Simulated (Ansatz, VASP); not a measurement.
# SiSeF2: VASP beside Ansatz

```
Si Se F
1.0
     4.76141    0.00000    0.00000
     0.00000    4.76141    0.00000
     0.00000    0.00000    2.71201
Si Se F
1 1 2
Direct
  0.50000 0.50000 0.50000
  0.00000 0.00000 0.00000
  0.00000 0.50000 0.00000
  0.50000 0.00000 0.00000
```

Alike in both runs: functional PBE; k mesh 6 × 6 × 4; occupations gaussian, width 0.1 eV; collinear spin.

Ansatz relaxed the structure, and its values are those at the end. VASP's run is a single point on that final structure, the one shown.

```csv
,VASP,Ansatz
version,VASP 6.6.1,Ansatz 0.2.0
potentials or method,"VASP PAW PBE potentials, release 64 (Si, Se, F), cutoff 520 eV","scalar-relativistic, plane waves, PAW"
valence electrons in the cell,24,34
```

VASP gave:

| Property | Result |
| --- | --- |
| gap on the k mesh at the Fermi level (eV) | none |
| pressure (GPa) | -0.1 |
| net moment per atom (μB) | 0.00 |

Problem. Which values does Ansatz return?

Solution. gap on the k mesh at the Fermi level (eV): none; pressure (GPa): 0.1; net moment per atom (μB): 0.00.

A gap of «none» marks a metal or a gap that the smearing closes. VASP's potentials hold 24 valence electrons a cell and Ansatz's 34, so a difference there can come from the potentials and not from the codes. Ansatz's warnings: seeded moment not kept.

The k mesh is coarse, so the values compare programs but aren't converged.
